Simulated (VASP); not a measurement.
Set up this calculation in VASP 6.6.1, as the native input.

```
Task                   : single point
Functional             : PBEsol
Potentials or basis    : VASP PAW PBE potentials, release 64 (Ru_pv, Nb_sv, C)
Cutoff                 : 520 eV
k mesh                 : 6 × 6 × 6
Occupations            : methfessel-paxton, width 0.05 eV
Spin                   : no spin polarisation
Dipole correction      : no
Further INCAR settings : ALGO = Normal; EDIFF = 1e-06; NBANDS = 38
```

The structure of NbRu3C lies in POSCAR:

```
NbRu3C
1.0
    4.0651380000      0.0000000000      0.0000000000
    0.0000000000      4.0651380000      0.0000000000
    0.0000000000      0.0000000000      4.0651380000
Ru Nb C
3 1 1
Direct
    0.5000000000      0.5000000000      0.0000000000
    0.5000000000      0.0000000000      0.5000000000
    0.0000000000      0.5000000000      0.5000000000
    0.0000000000      0.0000000000      0.0000000000
    0.5000000000      0.5000000000      0.5000000000
```

These files were run (other wordings do the same):

INCAR

```
SYSTEM = NbRu3C
PREC     = Accurate       ! precision mode
ENCUT    = 520            ! plane-wave cutoff, eV
EDIFF    = 1E-6           ! SCF threshold, eV
ISMEAR   = 1              ! smearing method
SIGMA    = 0.05           ! smearing width, eV
LREAL    = .False.        ! projectors in reciprocal space
LASPH    = .True.         ! aspherical terms in the spheres
NELM     = 80             ! most SCF steps
ALGO     = Normal         ! electronic algorithm
ISIF     = 2              ! what is computed and relaxed
LWAVE    = .False.        ! write WAVECAR
LCHARG   = .False.        ! write CHGCAR
GGA      = PS             ! functional
NBANDS   = 38             ! bands
```

KPOINTS

```
regular mesh
0
Gamma
  6 6 6
  0 0 0
```

Potentials or basis: VASP PAW PBE potentials, release 64 (Ru_pv, Nb_sv, C).

Launch:

```console
$ cat potpaw_PBE.64/Ru_pv/POTCAR potpaw_PBE.64/Nb_sv/POTCAR potpaw_PBE.64/C/POTCAR > POTCAR
$ mpirun -np 1 vasp_std > vasp.out
```

Results of the run:

- Pressure: -11.8 GPa
- Band gap on the k mesh: zero (an odd number of electrons rules out a gap without spin polarisation)

Caveat: the cell stands under tension; the PAW data sets were made with another functional, which shifts forces and pressure a little.

Wall time 71 s on 1 thread of Intel Xeon 8259CL (shared host), peak memory 0.2 GiB.
